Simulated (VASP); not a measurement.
# ZrSiW (I4mm) in VASP: electric field gradients with PBE

Aim: the electric field gradients of ZrSiW with PBE.

Program: VASP 6.6.1. These are calculated values, not measurements. Logs are shortened: lines on timing, memory, paths and dates and some standing lists are left out, and cuts for length are marked.

### 1 The cell of the first run

It takes space group I4mm (No. 107, tetragonal). The conventional cell has a = 3.350 Å, b = 3.350 Å, c = 9.214 Å, α = 90.00°, β = 90.00°, γ = 90.00°. Zr (site symmetry 4mm) has 5 W at 2.87 to 2.94 Å and 5 Si at 2.87 to 2.94 Å and 4 Zr at 3.35 Å within 3.8 Å. Within 3.5 Å of Si (site symmetry 4mm) lie 5 W at 2.63 to 3.47 Å and 5 Zr at 2.87 to 2.94 Å and 4 Si at 3.35 Å. W (site symmetry 4mm) has 5 Si at 2.63 to 3.47 Å and 5 Zr at 2.87 to 2.94 Å and 4 W at 3.35 Å within 3.5 Å.

### 2 Electric field gradients, PBE

File INCAR:

```
SYSTEM = ZrSiW
PREC     = Accurate       ! precision mode
ENCUT    = 520            ! plane-wave cutoff, eV
EDIFF    = 1E-8           ! SCF threshold, eV
ISMEAR   = -1             ! smearing method
SIGMA    = 0.15           ! smearing width, eV
LREAL    = .False.        ! projectors in reciprocal space
LASPH    = .True.         ! aspherical terms in the spheres
NELM     = 100            ! most SCF steps
ALGO     = Normal         ! electronic algorithm
ISIF     = 2              ! what is computed and relaxed
LWAVE    = .False.        ! write WAVECAR
LCHARG   = .False.        ! write CHGCAR
GGA      = PE             ! functional
LEFG     = .True.       
NBANDS   = 22             ! bands
```

File KPOINTS:

```
Automatic mesh
0
Gamma
  18 18 18
  0 0 0
```

File POSCAR:

```
ZrSiW
1.0
   -1.6750048188      1.6750048188      4.6068706875
    1.6750048188     -1.6750048188      4.6068706875
    1.6750048188      1.6750048188     -4.6068706875
Zr Si W
1 1 1
Direct
    0.3332116171      0.3332116171      0.0000000000
    0.6449058695      0.6449058695      0.0000000000
    0.0218825134      0.0218825134      0.0000000000
```

Potentials or basis: VASP PAW PBE potentials, release 64 (Zr_sv, Si, W_sv).

The run is started by

```console
cat potpaw_PBE.64/Zr_sv/POTCAR potpaw_PBE.64/Si/POTCAR potpaw_PBE.64/W_sv/POTCAR > POTCAR
mpirun -np 1 vasp_std > vasp.out
```

OUTCAR:

```text
SYSTEM = ZrSiW
   PREC = Accurate
   ENCUT = 520
   EDIFF = 1E-8
   ISMEAR = -1
   LREAL = .False.
   LASPH = .True.
   NELM = 100
   ISIF = 2
   GGA = PE

 ion  position               nearest neighbor table
   1  0.333  0.333  0.000-   3 2.87   2 2.87   2 2.94   2 2.94   2 2.94   2 2.94   3 2.94   3 2.94
                             3 2.94   3 2.94
   2  0.645  0.645  0.000-   3 2.63   3 2.63   3 2.63   3 2.63   1 2.87   1 2.94   1 2.94   1 2.94
                             1 2.94
   3  0.022  0.022  0.000-   2 2.63   2 2.63   2 2.63   2 2.63   1 2.87   1 2.94   1 2.94   1 2.94
                             1 2.94

  LATTYP: Found a body centered tetragonal cell.
 ALAT       =     3.3500096376
 C/A-ratio  =     2.7503626472

  Lattice vectors:

 A1 = (  -1.6750048188,   1.6750048188,   4.6068706875)
 A2 = (   1.6750048188,  -1.6750048188,   4.6068706875)
 A3 = (   1.6750048188,   1.6750048188,  -4.6068706875)

Analysis of symmetry for initial positions (statically):
=====================================================================
 Subroutine PRICEL returns:
 Original cell was already a primitive cell.

 Routine SETGRP: Setting up the symmetry group for a
 body centered tetragonal supercell.

 Subroutine GETGRP returns: Found  8 space group operations
 (whereof  8 operations were pure point group operations)
 out of a pool of 16 trial point group operations.

The static configuration has the point symmetry C_4v.

Analysis of symmetry for dynamics (positions and initial velocities):
=====================================================================
 Subroutine PRICEL returns:
 Original cell was already a primitive cell.

 Routine SETGRP: Setting up the symmetry group for a
 body centered tetragonal supercell.

 Subroutine GETGRP returns: Found  8 space group operations
 (whereof  8 operations were pure point group operations)
 out of a pool of 16 trial point group operations.

The dynamic configuration has the point symmetry C_4v.

 Subroutine INISYM returns: Found  8 space group operations
 (whereof  8 operations are pure point group operations),
 and found     1 'primitive' translations

----------------------------------------------------------------------------------------

                                     Primitive cell

  volume of cell :      51.7009

  direct lattice vectors                    reciprocal lattice vectors
    -1.675004819  1.675004819  4.606870687     0.000000000  0.298506604  0.108533543
     1.675004819 -1.675004819  4.606870687     0.298506604  0.000000000  0.108533543
     1.675004819  1.675004819 -4.606870687     0.298506604  0.298506604  0.000000000

  length of vectors
     5.180206542  5.180206542  5.180206542     0.317625129  0.317625129  0.422152088

  position of ions in fractional coordinates (direct lattice)
     0.333211617  0.333211617  0.000000000
     0.644905870  0.644905870  0.000000000
     0.021882513  0.021882513  0.000000000

  ion indices of the primitive-cell ions
   primitive index   ion index
                 1           1
                 2           2
                 3           3

----------------------------------------------------------------------------------------

 KPOINTS: Automatic mesh

Automatic generation of k-mesh.
 Grid dimensions read from file:
 generate k-points for:   18   18   18

 Generating k-lattice:

  Cartesian coordinates                     Fractional coordinates (reciprocal lattice)
     0.000000000  0.016583700  0.006029641     0.055555556 -0.000000000  0.000000000
     0.016583700  0.000000000  0.006029641    -0.000000000  0.055555556  0.000000000
     0.016583700  0.016583700  0.000000000     0.000000000  0.000000000  0.055555556

  Length of vectors
     0.017645841  0.017645841  0.023452894

  Shift w.r.t. Gamma in fractional coordinates (k-lattice)
     0.000000000  0.000000000  0.000000000

 Subroutine IBZKPT returns following result:
 ===========================================

 Found    480 irreducible k-points:

 Following reciprocal coordinates:
            Coordinates               Weight
  0.000000  0.000000  0.000000      1.000000
  0.055556  0.000000 -0.000000      8.000000
  0.111111  0.000000 -0.000000      8.000000
  0.166667  0.000000 -0.000000      8.000000
  0.222222  0.000000 -0.000000      8.000000
  0.277778  0.000000 -0.000000      8.000000
[... 16 lines left out ...]
 -0.277778  0.055556  0.000000     16.000000
 -0.222222  0.055556  0.000000     16.000000
 [... further k-points ...]
   k-points           NKPTS =    480   k-points in BZ     NKDIM =    480   number of bands    NBANDS=     22
   number of dos      NEDOS =    301   number of ions     NIONS =      3
   total plane-waves  NPLWV =  64000
   dimension x,y,z NGX =    40 NGY =   40 NGZ =   40
   dimension x,y,z NGXF=    80 NGYF=   80 NGZF=   80
   ions per type =               1   1   1
   NGX,Y,Z   is equivalent  to a cutoff of  12.84, 12.84, 12.84 a.u.
   NGXF,Y,Z  is equivalent  to a cutoff of  25.67, 25.67, 25.67 a.u.
 SYSTEM =  ZrSiW
   PREC   = accura    normal or accurate (medium, high low for compatibility)
   ISTART =      0    job   : 0-new  1-cont  2-samecut
   ICHARG =      2    charge: 1-file 2-atom 10-const
   ISPIN  =      1    spin polarized calculation?
   LNONCOLLINEAR =      F non collinear calculations
   LSORBIT =      F    spin-orbit coupling
   LASPH  =      T    aspherical Exc in radial PAW
   ENCUT  =  520.0 eV  38.22 Ry    6.18 a.u.   9.63  9.63  9.63*2*pi/ulx,y,z
   NELM   =    100;   NELMIN=  2; NELMDL= -5     # of ELM steps
   EDIFF  = 0.1E-07   stopping-criterion for ELM
   LREAL  =      F    real-space projection
   EDIFFG = 0.1E-06   stopping-criterion for IOM
   NSW    =      0    number of steps for IOM
   IBRION =     -1    ionic relax: 0-MD 1-quasi-New 2-CG
   NFREE  =      0    steps in history (QN), initial steepest desc. (CG)
   ISIF   =      2    stress and relaxation
   ISYM   =      2    0-nonsym 1-usesym 2-fastsym
   POTIM  = 0.5000    time-step for ionic-motion
   TEBEG  =    0.0;   TEEND  =   0.0 temperature during run
   PSTRESS=    0.0 pullay stress
   NELECT =      30.0000    total number of electrons
   NUPDOWN=      -1.0000    fix difference up-down
   EMIN   =  10.00;   EMAX   =-10.00  energy-range for DOS
   EFERMI =   0.00;   METHOD = LEGACY
   ISMEAR =    -1;   SIGMA  =   0.15  broadening in eV -4-tet -1-fermi 0-gaus
   EFERMI_NEDOS =   21; number of points for ismear=-14 and -15
   IALGO  =     38    algorithm
   IMIX   =      4    mixing-type and parameters
     AMIX     =   0.40;   BMIX     =  1.00
     AMIX_MAG =   1.60;   BMIX_MAG =  1.00
  volume/ion in A,a.u.               =      17.23       116.30
  Fermi-wavevector in a.u.,A,eV,Ry     =   1.365471  2.580366 25.368220  1.864512
  Thomas-Fermi vector in A             =   2.491697
   LORBIT       =      0    0 simple, 1 ext, 2 COOP (PROOUT), +10 PAW based schemes
   GGA     = PE    functional components
   LHFCALC =     F    Hartree Fock is set to
   AEXX    =    0.0000 exact exchange contribution
   IVDW    =     0    specifies the selected vdW correction
   LEPSILON=     F    determine dielectric tensor
   LRPA    =     F    only Hartree local field effects (RPA)
 non-spin polarized calculation
  energy-cutoff  :      520.00
  volume of cell :       51.70
 maximum number of plane-waves:      1409
   NGX = 19   NGY = 19   NGZ = 19

 number of electron      30.0000000 magnetization

 Free energy of the ion-electron system (eV)
  ---------------------------------------------------
  ext. energy  EPLUGINS =         0.00000000
  ---------------------------------------------------
  free energy    TOTEN  =       -27.55820662 eV

  energy without entropy =      -27.40989158  energy(sigma->0) =      -27.48404910

 E-fermi :  10.2052     XC(G=0): -12.0525

 val. band max:       10.2039930032   @ k =  -0.3333   0.3889   0.2222
 cond. band min:      10.2213823341   @ k =  -0.1667   0.4444   0.0556
 fundamental gap:      0.0173893308
 Fermi energy:        10.2052378227

 k-point     1 :       0.0000    0.0000    0.0000
  band No.  band energies     occupation
      1     -63.4003      2.00000
      2     -38.3394      2.00000
      3     -27.6493      2.00000
      4     -27.6493      2.00000
      5     -27.5331      2.00000
      6     -16.3944      2.00000
[... 574 lines left out ...]
      6     -16.4407      2.00000
[... 14 lines left out ...]
     21      15.1489      0.00000
     22      15.7815      0.00000

 [... further k-points ...]

------------------------ aborting loop because EDIFF is reached ----------------------------------------

  FORCE on cell =-STRESS in cart. coord.  units (eV):
  Direction    XX          YY          ZZ          XY          YZ          ZX
  --------------------------------------------------------------------------------------
  -------------------------------------------------------------------------------------
  Total        0.0245946      0.0245946      0.0368492      0.0000000     -0.0000000      0.0000000
  in kB        0.7621714      0.7621714      1.1419318      0.0000000     -0.0000000      0.0000000
  external PRESSURE =       0.8887582 kB  Pullay stress =       0.0000000 kB

 VOLUME and BASIS-vectors are now :
 -----------------------------------------------------------------------------
  energy-cutoff  :      520.00
  volume of cell :       51.70
      direct lattice vectors                 reciprocal lattice vectors
    -1.675004819  1.675004819  4.606870687     0.000000000  0.298506604  0.108533543
     1.675004819 -1.675004819  4.606870687     0.298506604  0.000000000  0.108533543
     1.675004819  1.675004819 -4.606870687     0.298506604  0.298506604  0.000000000

 POSITION                                       TOTAL-FORCE (eV/Angst)
 -----------------------------------------------------------------------------------
      0.00000      0.00000      3.07013         0.000000      0.000000     -0.001832
      0.00000      0.00000      5.94200        -0.000000     -0.000000      0.001825
      0.00000      0.00000      0.20162        -0.000000     -0.000000      0.000007
 -----------------------------------------------------------------------------------
    total drift:                                0.000000      0.000000     -0.000125

  FREE ENERGIE OF THE ION-ELECTRON SYSTEM (eV)
  ---------------------------------------------------
  free  energy   TOTEN  =       -27.5582066234 eV

  energy  without entropy=      -27.4098915792  energy(sigma->0) =      -27.48404910

 Electric field gradients (V/A^2)
---------------------------------------------------------------------
 ion       V_xx      V_yy      V_zz      V_xy      V_xz      V_yz
---------------------------------------------------------------------
   1      47.073    47.073   -94.146    -0.000    -0.000    -0.000
   2      -3.348    -3.348     6.696    -0.000    -0.000    -0.000
   3      -3.152    -3.152     6.303    -0.001    -0.000    -0.000
---------------------------------------------------------------------

 Electric field gradients after diagonalization (V/A^2)
 (convention: |V_zz| > |V_xx| > |V_yy|)
----------------------------------------------------------------------
 ion       V_xx      V_yy      V_zz     asymmetry (V_yy - V_xx)/ V_zz
----------------------------------------------------------------------
   1      47.073    47.073   -94.146       0.000
   2      -3.348    -3.348     6.696       0.000
   3      -3.152    -3.151     6.303       0.000
----------------------------------------------------------------------

           NMR quadrupolar parameters

 Cq : quadrupolar parameter    Cq=e*Q*V_zz/h
 eta: asymmetry parameters     (V_yy - V_xx)/ V_zz
 Q  : nuclear electric quadrupole moment in mb (millibarn)
----------------------------------------------------------------------
 ion       Cq(MHz)       eta       Q (mb)
----------------------------------------------------------------------
   1      -0.228       0.000       1.000
   2       0.016       0.000       1.000
   3       0.015       0.000       1.000
----------------------------------------------------------------------
```

It took 15 min on 1 thread of Intel Xeon Platinum 8259CL at 2.50GHz (Skylake/Cascade Lake), shared host; peak memory 0.7 GiB.

What came out:

```
Free energy            : -27.5582 eV
Pressure               : 0.1 GPa
Band gap on the k mesh : zero (band 15 reaches 10.85 eV, above the bottom of band 16 at 9.52 eV)
```

Electric field gradients, principal values (V/Å²):
| atom | least | middle | greatest (by size) |
| --- | --- | --- | --- |
| 1 Zr | 47.073 | 47.073 | -94.146 |
| 2 Si | -3.348 | -3.348 | 6.696 |
| 3 W | -3.151 | -3.152 | 6.303 |

Caveat: without QUAD_EFG the Cq values of the log hold for a quadrupole moment of 1 mb, not for the nuclei; spin-orbit coupling is left out, which moves the levels of the heavy elements.
